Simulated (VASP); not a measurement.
# Si (P6/mmm) in VASP: notebook, part 2 of 2

VASP 6.6.1. The steps go on from the part before.

### 4 Single point, LDA (strain +0.000 along x and y, -0.025 along z)

INCAR reads:

```
SYSTEM = Si
PREC = Accurate
ENCUT = 520
EDIFF = 1E-6
ISMEAR = 0
SIGMA = 0.15
LREAL = .FALSE.
LASPH = .TRUE.
NELM = 100
ALGO = Normal
ISIF = 2
LWAVE = .FALSE.
LCHARG = .FALSE.
GGA = CA
NBANDS = 8
```

KPOINTS reads:

```
regular mesh
0
G
  21 21 20
  0 0 0
```

POSCAR reads:

```
Si
1.0
    2.6205428149      0.0000000000      0.0000000000
   -1.3102714075      2.2694566494      0.0000000000
    0.0000000000      0.0000000000      2.4046955302
Si
1
Direct
    0.0000000000      0.0000000000      0.0000000000
```

Potentials or basis: VASP PAW LDA potentials, release 64 (Si).

The run is started by

```sh
$ cat potpaw_LDA.64/Si/POTCAR > POTCAR
$ mpirun -np 1 vasp_std > vasp.out
```

OUTCAR:

```text
SYSTEM = Si
   PREC = Accurate
   ENCUT = 520
   EDIFF = 1E-6
   ISMEAR = 0
   LREAL = .FALSE.
   LASPH = .TRUE.
   NELM = 100
   ISIF = 2
   GGA = CA

 ion  position               nearest neighbor table
   1  0.000  0.000  0.000-

  LATTYP: Found a hexagonal cell.
 ALAT       =     2.6205428149
 C/A-ratio  =     0.9176326052

  Lattice vectors:

 A1 = (   2.6205428149,   0.0000000000,   0.0000000000)
 A2 = (  -1.3102714075,   2.2694566494,   0.0000000000)
 A3 = (   0.0000000000,   0.0000000000,   2.4046955302)

Analysis of symmetry for initial positions (statically):
=====================================================================
 Subroutine PRICEL returns:
 Original cell was already a primitive cell.

 Routine SETGRP: Setting up the symmetry group for a
 hexagonal supercell.

 Subroutine GETGRP returns: Found 24 space group operations
 (whereof 24 operations were pure point group operations)
 out of a pool of 24 trial point group operations.

The static configuration has the point symmetry D_6h.

Analysis of symmetry for dynamics (positions and initial velocities):
=====================================================================
 Subroutine PRICEL returns:
 Original cell was already a primitive cell.

 Routine SETGRP: Setting up the symmetry group for a
 hexagonal supercell.

 Subroutine GETGRP returns: Found 24 space group operations
 (whereof 24 operations were pure point group operations)
 out of a pool of 24 trial point group operations.

The dynamic configuration has the point symmetry D_6h.

 Subroutine INISYM returns: Found 24 space group operations
 (whereof 24 operations are pure point group operations),
 and found     1 'primitive' translations

----------------------------------------------------------------------------------------

                                     Primitive cell

  volume of cell :      14.3012

  direct lattice vectors                    reciprocal lattice vectors
     2.620542815  0.000000000  0.000000000     0.381600329  0.220317053  0.000000000
    -1.310271407  2.269456649  0.000000000     0.000000000  0.440634105  0.000000000
     0.000000000  0.000000000  2.404695530     0.000000000  0.000000000  0.415853062

  length of vectors
     2.620542815  2.620542815  2.404695530     0.440634105  0.440634105  0.415853062

  position of ions in fractional coordinates (direct lattice)
     0.000000000  0.000000000  0.000000000

  ion indices of the primitive-cell ions
   primitive index   ion index
                 1           1

----------------------------------------------------------------------------------------

 KPOINTS: regular mesh

Automatic generation of k-mesh.
 Grid dimensions read from file:
 generate k-points for:   21   21   20

 Generating k-lattice:

  Cartesian coordinates                     Fractional coordinates (reciprocal lattice)
     0.018171444  0.010491288  0.000000000     0.047619048 -0.000000000  0.000000000
     0.000000000  0.020982576  0.000000000     0.000000000  0.047619048  0.000000000
     0.000000000  0.000000000  0.020792653     0.000000000  0.000000000  0.050000000

  Length of vectors
     0.020982576  0.020982576  0.020792653

  Shift w.r.t. Gamma in fractional coordinates (k-lattice)
     0.000000000  0.000000000  0.000000000

 Subroutine IBZKPT returns following result:
 ===========================================

 Found    528 irreducible k-points:

 Following reciprocal coordinates:
            Coordinates               Weight
  0.000000  0.000000  0.000000      1.000000
  0.047619  0.000000  0.000000      6.000000
  0.095238 -0.000000  0.000000      6.000000
  0.142857 -0.000000  0.000000      6.000000
  0.190476 -0.000000  0.000000      6.000000
  0.238095 -0.000000  0.000000      6.000000
[... 16 lines left out ...]
  0.142857  0.095238  0.000000     12.000000
  0.190476  0.095238  0.000000     12.000000
 [... further k-points ...]
   k-points           NKPTS =    528   k-points in BZ     NKDIM =    528   number of bands    NBANDS=      8
   number of dos      NEDOS =    301   number of ions     NIONS =      1
   total plane-waves  NPLWV =   7200
   dimension x,y,z NGX =    20 NGY =   20 NGZ =   18
   dimension x,y,z NGXF=    40 NGYF=   40 NGZF=   36
   ions per type =               1
   NGX,Y,Z   is equivalent  to a cutoff of  12.69, 12.69, 12.44 a.u.
   NGXF,Y,Z  is equivalent  to a cutoff of  25.38, 25.38, 24.89 a.u.
 SYSTEM =  Si
   PREC   = accura    normal or accurate (medium, high low for compatibility)
   ISTART =      0    job   : 0-new  1-cont  2-samecut
   ICHARG =      2    charge: 1-file 2-atom 10-const
   ISPIN  =      1    spin polarized calculation?
   LNONCOLLINEAR =      F non collinear calculations
   LSORBIT =      F    spin-orbit coupling
   LASPH  =      T    aspherical Exc in radial PAW
   ENCUT  =  520.0 eV  38.22 Ry    6.18 a.u.   4.87  4.87  4.47*2*pi/ulx,y,z
   NELM   =    100;   NELMIN=  2; NELMDL= -5     # of ELM steps
   EDIFF  = 0.1E-05   stopping-criterion for ELM
   LREAL  =      F    real-space projection
   EDIFFG = 0.1E-04   stopping-criterion for IOM
   NSW    =      0    number of steps for IOM
   IBRION =     -1    ionic relax: 0-MD 1-quasi-New 2-CG
   NFREE  =      0    steps in history (QN), initial steepest desc. (CG)
   ISIF   =      2    stress and relaxation
   ISYM   =      2    0-nonsym 1-usesym 2-fastsym
   POTIM  = 0.5000    time-step for ionic-motion
   TEBEG  =    0.0;   TEEND  =   0.0 temperature during run
   PSTRESS=    0.0 pullay stress
   NELECT =       4.0000    total number of electrons
   NUPDOWN=      -1.0000    fix difference up-down
   EMIN   =  10.00;   EMAX   =-10.00  energy-range for DOS
   EFERMI =   0.00;   METHOD = LEGACY
   ISMEAR =     0;   SIGMA  =   0.15  broadening in eV -4-tet -1-fermi 0-gaus
   EFERMI_NEDOS =   21; number of points for ismear=-14 and -15
   IALGO  =     38    algorithm
   IMIX   =      4    mixing-type and parameters
     AMIX     =   0.40;   BMIX     =  1.00
     AMIX_MAG =   1.60;   BMIX_MAG =  1.00
  volume/ion in A,a.u.               =      14.30        96.51
  Fermi-wavevector in a.u.,A,eV,Ry     =   1.070624  2.023186 15.595492  1.146236
  Thomas-Fermi vector in A             =   2.206340
   LORBIT       =      0    0 simple, 1 ext, 2 COOP (PROOUT), +10 PAW based schemes
   GGA     = CA    functional components
   LHFCALC =     F    Hartree Fock is set to
   AEXX    =    0.0000 exact exchange contribution
   IVDW    =     0    specifies the selected vdW correction
   LEPSILON=     F    determine dielectric tensor
   LRPA    =     F    only Hartree local field effects (RPA)
 non-spin polarized calculation
 Gauss-broadening in eV      SIGMA  =   0.15
  energy-cutoff  :      520.00
  volume of cell :       14.30
 maximum number of plane-waves:       399
 NGX is ok and might be reduce to    20
   NGX =  9   NGY =  9   NGZ =  9

 number of electron       4.0000000 magnetization

 Free energy of the ion-electron system (eV)
  ---------------------------------------------------
  ext. energy  EPLUGINS =         0.00000000
  ---------------------------------------------------
  free energy    TOTEN  =        -5.73454923 eV

  energy without entropy =       -5.73062613  energy(sigma->0) =       -5.73258768

 E-fermi :  10.0052     XC(G=0): -11.2516

 val. band max:       10.0020565104   @ k =   0.2857  -0.0000   0.2500
 cond. band min:      10.0099790552   @ k =   0.3333   0.1905   0.2000
 fundamental gap:      0.0079225448
 Fermi energy:        10.0051750215

 k-point     1 :       0.0000    0.0000    0.0000
  band No.  band energies     occupation
      1      -4.3187      2.00000
      2      17.7717      0.00000
      3      18.9159      0.00000
      4      19.9985      0.00000
      5      19.9985      0.00000
      6      22.0754      0.00000
      7      22.0754      0.00000
      8      27.5822      0.00000

 k-point     2 :       0.0476    0.0000    0.0000
  band No.  band energies     occupation
      1      -4.2553      2.00000
      2      17.4146      0.00000
      3      18.9683      0.00000
      4      19.5340      0.00000
      5      19.6748      0.00000
      6      22.1007      0.00000
      7      22.6496      0.00000
      8      28.2726      0.00000
[... 221 lines left out ...]
 k-point    23 :       0.1429    0.0952    0.0000
  band No.  band energies     occupation
      1      -3.1169      2.00000
      2      12.9994      0.00000
      3      14.6975      0.00000
      4      19.9080      0.00000
      5      20.1454      0.00000
      6      22.9982      0.00000
      7      26.1005      0.00000
      8      32.8286      0.00000

 k-point    24 :       0.1905    0.0952    0.0000
  band No.  band energies     occupation
      1      -2.5508      2.00000
      2      11.3028      0.00000
      3      13.9121      0.00000
      4      20.0909      0.00000
      5      20.3733      0.00000
      6      23.4747      0.00000
      7      27.3559      0.00000
      8      31.9280      0.00000

 [... further k-points ...]
[... 5 lines left out ...]
  --------------------------------------------------------------------------------------
  -------------------------------------------------------------------------------------
  Total        0.0821015      0.0821015      0.5432463     -0.0000000      0.0000000      0.0000000
  in kB        9.1979000      9.1979000     60.8603085     -0.0000000      0.0000000      0.0000000
  external PRESSURE =      26.4187028 kB  Pullay stress =       0.0000000 kB

 VOLUME and BASIS-vectors are now :
 -----------------------------------------------------------------------------
  energy-cutoff  :      520.00
  volume of cell :       14.30
      direct lattice vectors                 reciprocal lattice vectors
     2.620542815  0.000000000  0.000000000     0.381600329  0.220317053  0.000000000
    -1.310271407  2.269456649  0.000000000     0.000000000  0.440634105  0.000000000
     0.000000000  0.000000000  2.404695530     0.000000000  0.000000000  0.415853062

 POSITION                                       TOTAL-FORCE (eV/Angst)
 -----------------------------------------------------------------------------------
      0.00000      0.00000      0.00000        -0.000000      0.000000      0.000000
 -----------------------------------------------------------------------------------
    total drift:                               -0.000000     -0.000000      0.000000

  FREE ENERGIE OF THE ION-ELECTRON SYSTEM (eV)
  ---------------------------------------------------
  free  energy   TOTEN  =        -5.7345492307 eV

  energy  without entropy=       -5.7306261285  energy(sigma->0) =       -5.73258768
```

OSZICAR:

```text
N       E                     dE             d eps       ncg     rms          rms(c)
DAV:   1    -0.291756993593E+01   -0.29176E+01   -0.18104E+03  9120   0.381E+02
DAV:   2    -0.573578334132E+01   -0.28182E+01   -0.27196E+01 12424   0.319E+01
DAV:   3    -0.575341013763E+01   -0.17627E-01   -0.17619E-01  9632   0.266E+00
DAV:   4    -0.575343156476E+01   -0.21427E-04   -0.21427E-04 13816   0.100E-01
DAV:   5    -0.575343157393E+01   -0.91639E-08   -0.85916E-08  9696   0.107E-03    0.326E+00
DAV:   6    -0.574131623789E+01    0.12115E-01   -0.40156E-03 10672   0.270E-01    0.187E+00
DAV:   7    -0.573462755716E+01    0.66887E-02   -0.74681E-03 10456   0.382E-01    0.138E-01
DAV:   8    -0.573455407740E+01    0.73480E-04   -0.41412E-04 10088   0.113E-01    0.250E-02
DAV:   9    -0.573454915983E+01    0.49176E-05   -0.15916E-05 11520   0.251E-02    0.185E-02
DAV:  10    -0.573454923067E+01   -0.70837E-07   -0.45589E-07  7000   0.521E-03
   1 F= -.57345492E+01 E0= -.57325877E+01  d E =-.392310E-02
```

It took 14 s on 1 thread of Intel Xeon 6975P-C (Granite Rapids), shared host; peak memory 0.15 GiB.

Results:

| Item | Value |
| --- | --- |
| Free energy | -5.7345 eV |
| Pressure | 2.6 GPa |
| Band gap on the k mesh | zero (band 2 reaches 17.77 eV, above the bottom of band 3 at 5.25 eV) |

Caveat: the cell differs from its parent crystal (strain +0.000 along x and y, -0.025 along z).

### 5 Single point, LDA (strain -0.025 along x and y, +0.025 along z)

INCAR reads:

```
ALGO = Normal
EDIFF = 1E-6
ENCUT = 520
GGA = CA
ISIF = 2
ISMEAR = 0
LASPH = T
LCHARG = T
LELF = T
LREAL = F
LVHAR = T
LWAVE = F
NBANDS = 8
NELM = 80
PREC = Accurate
SIGMA = 0.15
```

KPOINTS reads:

```
k-points
0
Gamma
  21 21 20
```

POSCAR reads:

```
Si
1.0
    2.5550292445      0.0000000000      0.0000000000
   -1.2775146223      2.2127202332      0.0000000000
    0.0000000000      0.0000000000      2.5280132497
Si
1
Direct
    0.0000000000      0.0000000000      0.0000000000
```

Potentials or basis: VASP PAW LDA potentials, release 64 (Si).

The run is started by

```sh
$ cat potpaw_LDA.64/Si/POTCAR > POTCAR
$ mpirun -np 1 vasp_std > vasp.out
```

OUTCAR:

```text
EDIFF = 1E-6
   ENCUT = 520
   GGA = CA
   ISIF = 2
   ISMEAR = 0
   LASPH = T
   LREAL = F
   NELM = 80
   PREC = Accurate

 ion  position               nearest neighbor table
   1  0.000  0.000  0.000-

  LATTYP: Found a hexagonal cell.
 ALAT       =     2.5550292445
 C/A-ratio  =     0.9894263462

  Lattice vectors:

 A1 = (   2.5550292445,   0.0000000000,   0.0000000000)
 A2 = (  -1.2775146223,   2.2127202332,   0.0000000000)
 A3 = (   0.0000000000,   0.0000000000,   2.5280132497)

Analysis of symmetry for initial positions (statically):
=====================================================================
 Subroutine PRICEL returns:
 Original cell was already a primitive cell.

 Routine SETGRP: Setting up the symmetry group for a
 hexagonal supercell.

 Subroutine GETGRP returns: Found 24 space group operations
 (whereof 24 operations were pure point group operations)
 out of a pool of 24 trial point group operations.

The static configuration has the point symmetry D_6h.

Analysis of symmetry for dynamics (positions and initial velocities):
=====================================================================
 Subroutine PRICEL returns:
[... 155 lines left out ...]

 E-fermi :   9.9943     XC(G=0): -11.2498

 val. band max:        9.9916783787   @ k =   0.2857   0.1905   0.0000
 cond. band min:      10.0062903336   @ k =   0.2381   0.2381   0.2500
 fundamental gap:      0.0146119550
 Fermi energy:         9.9943361752

 k-point     1 :       0.0000    0.0000    0.0000
  band No.  band energies     occupation
      1      -4.3596      2.00000
      2      16.5874      0.00000
      3      16.9590      0.00000
      4      21.4813      0.00000
      5      21.4813      0.00000
      6      22.8744      0.00000
      7      22.8744      0.00000
      8      28.5740      0.00000
[... 243 lines left out ...]
 k-point    24 :       0.1905    0.0952    0.0000
  band No.  band energies     occupation
      1      -2.4932      2.00000
      2      12.0351      0.00000
      3      14.6135      0.00000
      4      18.1641      0.00000
      5      19.9094      0.00000
      6      23.9638      0.00000
      7      28.1829      0.00000
      8      30.6891      0.00000

 [... further k-points ...]
[... 5 lines left out ...]
  --------------------------------------------------------------------------------------
  -------------------------------------------------------------------------------------
  Total        0.6001884      0.6001884     -0.5850288     -0.0000000     -0.0000000      0.0000000
  in kB       67.2816267     67.2816267    -65.5822173     -0.0000000     -0.0000000      0.0000000
  external PRESSURE =      22.9936787 kB  Pullay stress =       0.0000000 kB

 VOLUME and BASIS-vectors are now :
 -----------------------------------------------------------------------------
  energy-cutoff  :      520.00
  volume of cell :       14.29
      direct lattice vectors                 reciprocal lattice vectors
     2.555029245  0.000000000  0.000000000     0.391384953  0.225966208  0.000000000
    -1.277514622  2.212720233  0.000000000     0.000000000  0.451932416  0.000000000
     0.000000000  0.000000000  2.528013250     0.000000000  0.000000000  0.395567547

 POSITION                                       TOTAL-FORCE (eV/Angst)
 -----------------------------------------------------------------------------------
      0.00000      0.00000      0.00000         0.000000      0.000000      0.000000
 -----------------------------------------------------------------------------------
    total drift:                               -0.000000      0.000000      0.000000

  FREE ENERGIE OF THE ION-ELECTRON SYSTEM (eV)
  ---------------------------------------------------
  free  energy   TOTEN  =        -5.7137538410 eV

  energy  without entropy=       -5.7090626121  energy(sigma->0) =       -5.71140823
```

OSZICAR:

```text
N       E                     dE             d eps       ncg     rms          rms(c)
DAV:   1    -0.304674055856E+01   -0.30467E+01   -0.18437E+03  9152   0.385E+02
DAV:   2    -0.571005283429E+01   -0.26633E+01   -0.25802E+01 12200   0.312E+01
DAV:   3    -0.572775124339E+01   -0.17698E-01   -0.17638E-01  9712   0.264E+00
DAV:   4    -0.572777263149E+01   -0.21388E-04   -0.21388E-04 13896   0.100E-01
DAV:   5    -0.572777264067E+01   -0.91817E-08   -0.93401E-08  9816   0.106E-03    0.325E+00
DAV:   6    -0.571923230435E+01    0.85403E-02   -0.10649E-03  9944   0.157E-01    0.185E+00
DAV:   7    -0.571378184431E+01    0.54505E-02   -0.22222E-03  9400   0.230E-01    0.140E-01
DAV:   8    -0.571375398700E+01    0.27857E-04   -0.14381E-05 12744   0.294E-02    0.163E-02
DAV:   9    -0.571375384097E+01    0.14603E-06   -0.21217E-07  9080   0.343E-03
   1 F= -.57137538E+01 E0= -.57114082E+01  d E =-.469123E-02
```

It took 15 s on 1 thread of Intel Xeon 6975P-C (Granite Rapids), shared host; peak memory 0.15 GiB.

Results:

| Property | Result |
| --- | --- |
| Free energy | -5.7138 eV |
| Pressure | 2.3 GPa |
| Band gap on the k mesh | zero (band 2 reaches 16.64 eV, above the bottom of band 3 at 5.42 eV) |

Stress tensor (GPa, compression positive):
```
 6.73  0.00  0.00
 0.00  6.73  0.00
 0.00  0.00 -6.56
```

Caveat: the cell differs from its parent crystal (strain -0.025 along x and y, +0.025 along z).

### 6 Summary

| cell | gap on the mesh (eV) | pressure (GPa) |
| --- | --- | --- |
| a = 2.490, b = 2.490, c = 2.590 Å, angles 90.0, 90.0, 120.0°, 1 atom | none | 7.0 |
| a = 2.555, b = 2.555, c = 2.466 Å, angles 90.0, 90.0, 120.0°, 1 atom | none | 5.4 |
| a = 2.621, b = 2.621, c = 2.405 Å, angles 90.0, 90.0, 120.0°, 1 atom | none | 2.6 |
| a = 2.555, b = 2.555, c = 2.528 Å, angles 90.0, 90.0, 120.0°, 1 atom | none | 2.3 |

Alike in all rows: task single point; level LDA; potentials or basis VASP PAW LDA potentials, release 64 (Si); no spin polarisation; k mesh 21 × 21 × 20; cutoff (eV) 520; smearing gaussian 0.15 eV.

Absolute energies hang on the potentials; compare differences alone.
